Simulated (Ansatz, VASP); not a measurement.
## One calculation of In, two programs

The input INCAR:

```
SYSTEM = In
PREC = Accurate
ENCUT = 520
EDIFF = 1E-7
ISMEAR = -1
SIGMA = 0.05
LREAL = .FALSE.
LASPH = .TRUE.
NELM = 60
ALGO = Normal
ISIF = 2
LWAVE = .FALSE.
LCHARG = .FALSE.
GGA = PE
NBANDS = 20
```

File KPOINTS:

```
Automatic mesh
0
G
  13 13 13
  0 0 0
```

POSCAR

```
In
1.0
   -2.5075927358      2.5075927358      1.3266286546
    2.5075927358     -2.5075927358      1.3266286546
    2.5075927358      2.5075927358     -1.3266286546
In
2
Direct
   -0.3750000000     -0.1250000000     -0.2500000000
    0.3750000000      0.1250000000      0.2500000000
```

Input for Ansatz:

```yaml
crystal:
  lattice:
    - [-2.5075927358, 2.5075927358, 1.3266286546]
    - [2.5075927358, -2.5075927358, 1.3266286546]
    - [2.5075927358, 2.5075927358, -1.3266286546]
  atoms:
    - { symbol: In, position: [-0.375, -0.125, -0.25] }
    - { symbol: In, position: [0.375, 0.125, 0.25] }
kpoints:
  mp_grid: { grid: [13, 13, 13] }
scf:
  occupations: { method: fermi_dirac, width: 0.05 }
hamiltonian:
  xc: pbe
  pseudopotentials: { kind: all_electron, lapw: { basis_error: 0.001 } }
output:
  forces: true
  stress: true
  eigenvalues: true
  populations: true
```

Change from the starting cell: volume scaled by 0.58, LAPW.

Alike in both runs: task single point; functional PBE; k mesh 13 × 13 × 13; occupations fermi-dirac, width 0.05 eV; no spin polarisation.

|  | VASP | Ansatz |
| --- | --- | --- |
| version | VASP 6.6.1 | Ansatz 0.2.0 |
| potentials or method | VASP PAW PBE potentials, release 64 (In_d), cutoff 520 eV | all-electron LAPW, scalar-relativistic |

Ansatz gave:

```
pressure (GPa) : 73.9
```

Q: What did VASP give for the same quantities?

A: Pressure (GPa): 74.1.

Both programs put the cell under a high pressure, so it lies far from rest at this level. Ansatz ran all-electron here, and VASP with PAW potentials.

Noted on VASP's run: the cell as given lies far from equilibrium.
